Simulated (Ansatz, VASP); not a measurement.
**Two plane-wave programs on TaN**

File INCAR:

```
SYSTEM = TaN
PREC = Accurate ; ENCUT = 520
EDIFF = 1E-8 ; ISMEAR = -1
SIGMA = 0.03 ; LREAL = .FALSE.
LASPH = .TRUE. ; NELM = 60
ALGO = Normal ; ISIF = 2
LWAVE = .FALSE. ; LCHARG = .FALSE.
GGA = PE ; LEFG = .TRUE.
NBANDS = 33
```

KPOINTS

```
regular mesh
0
G
  5 5 8
  0 0 0
```

Contents of POSCAR:

```
TaN
1.0
    5.2532307548      0.0000000000      0.0000000000
   -2.6266153774      4.5494312856      0.0000000000
    0.0000000000      0.0000000000      2.9462675463
Ta N
3 3
Direct
    0.0000000000      0.0000000000      0.0000000000
    0.3333333333      0.6666666667      0.5000000000
    0.6666666667      0.3333333333      0.5000000000
    0.5000000000      0.0000000000      0.0000000000
    0.5000000000      0.5000000000      0.0000000000
    0.0000000000      0.5000000000      0.0000000000
```

Input for Ansatz:

```yaml
crystal:
  lattice:
    - [5.2532307548, 0.0, 0.0]
    - [-2.6266153774, 4.5494312856, 0.0]
    - [0.0, 0.0, 2.9462675463]
  atoms:
    - { symbol: Ta, position: [0.0, 0.0, 0.0] }
    - { symbol: Ta, position: [0.3333333333, 0.6666666667, 0.5] }
    - { symbol: Ta, position: [0.6666666667, 0.3333333333, 0.5] }
    - { symbol: "N", position: [0.5, 0.0, 0.0] }
    - { symbol: "N", position: [0.5, 0.5, 0.0] }
    - { symbol: "N", position: [0.0, 0.5, 0.0] }
kpoints:
  mp_grid: { grid: [5, 5, 8] }
scf:
  occupations: { method: fermi_dirac, width: 0.03 }
hamiltonian:
  xc: pbe
  pseudopotentials: { kind: paw }
output:
  forces: true
  stress: true
  eigenvalues: true
  efg: { contact_densities: true }
```

Change from the starting cell: volume scaled by 1.04, PAW files.

Alike in both runs: task electric field gradients; functional PBE; k mesh 5 × 5 × 8; occupations fermi-dirac, width 0.03 eV; no spin polarisation.

|  | VASP | Ansatz |
| --- | --- | --- |
| version | VASP 6.6.1 | Ansatz 0.2.0 |
| potentials or method | VASP PAW PBE potentials, release 64 (Ta_pv, N) | PAW with Ansatz's default frozen-core files, scalar-relativistic |
| plane-wave cutoff (eV) | 520 | 420 |
| valence electrons in the cell | 48 | 54 |

Ansatz gave:

```
pressure (GPa)                                                : -2.1
traceless stress, the component that is largest in VASP (GPa) : -2.28
size of Vzz on the site where it differs most (V/Å²)          : 460.9
```

Question: Which values does VASP return?

Answer: Pressure (GPa): -1.4; traceless stress, the component that is largest in VASP (GPa): -2.12; size of Vzz on the site where it differs most (V/Å²): 338.8.

With one functional, cell and mesh, what is left measures potentials, basis and numerics. VASP's potentials hold 48 valence electrons a cell and Ansatz's 54, so a difference there can come from the potentials and not from the codes.

Spin-orbit coupling is off throughout.
